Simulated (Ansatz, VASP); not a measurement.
## One calculation of Ta, two programs

```xyz
1
Lattice="-1.4530 1.4530 2.2081 1.4530 -1.4530 2.2081 1.4530 1.4530 -2.2081" Properties=species:S:1:pos:R:3 pbc="T T T"
Ta    0.0000    0.0000    0.0000
```

Alike in both runs: task single point; functional PBE; k mesh 20 × 20 × 20; occupations gaussian, width 0.15 eV; no spin polarisation.

|  | VASP | Ansatz |
| --- | --- | --- |
| version | VASP 6.6.1 | Ansatz 0.2.0 |
| potentials or method | VASP PAW PBE potentials, release 64 (Ta_pv), cutoff 520 eV | scalar-relativistic, plane waves, PAW |
| valence electrons in the cell | 11 | 13 |

Ansatz gave:

* gap on the k mesh at the Fermi level (eV): none
* pressure (GPa): 1.1
* traceless stress, the component that is largest in VASP (GPa): 4.87

Q: What did VASP give for the same quantities?

A: gap on the k mesh at the Fermi level (eV): none; pressure (GPa): 1.2; traceless stress, the component that is largest in VASP (GPa): 4.89.

A gap of «none» marks a metal or a gap that the smearing closes. VASP's potentials hold 11 valence electrons a cell and Ansatz's 13, so a difference there can come from the potentials and not from the codes.

Spin-orbit coupling is off throughout.
